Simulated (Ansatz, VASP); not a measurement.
**Ta2Cu: VASP beside Ansatz**

```xyz
6
Lattice="0.0000 3.8013 3.8013 3.8013 0.0000 3.8013 3.8013 3.8013 0.0000" Properties=species:S:1:pos:R:3 pbc="T T T"
Ta    4.7516    4.7516    4.7516
Ta    4.7516    2.8510    2.8510
Ta    2.8510    2.8510    4.7516
Ta    2.8510    4.7516    2.8510
Cu    0.0000    0.0000    0.0000
Cu    1.9007    1.9007    1.9007
```

Alike in both runs: functional PBE; k mesh 4 × 4 × 4; occupations gaussian, width 0.1 eV; no spin polarisation.

Ansatz relaxed the structure, and its values are those at the end. VASP's run is a single point on that final structure, the one shown.

```csv
,VASP,Ansatz
version,VASP 6.6.1,Ansatz 0.2.0
potentials or method,"VASP PAW PBE potentials, release 64 (Ta_pv, Cu), cutoff 520 eV","scalar-relativistic, plane waves, PAW"
valence electrons in the cell,66,90
```

VASP gave:

```
gap on the k mesh at the Fermi level (eV) : none
pressure (GPa)                            : 0.5
```

Task: Estimate Ansatz's values.

Result: gap on the k mesh at the Fermi level (eV): none; pressure (GPa): 0.1.

A gap of «none» marks a metal or a gap that the smearing closes. With one functional, cell and mesh, what is left measures potentials, basis and numerics. VASP's potentials hold 66 valence electrons a cell and Ansatz's 90, so a difference there can come from the potentials and not from the codes.

Neither program's run includes spin-orbit coupling.
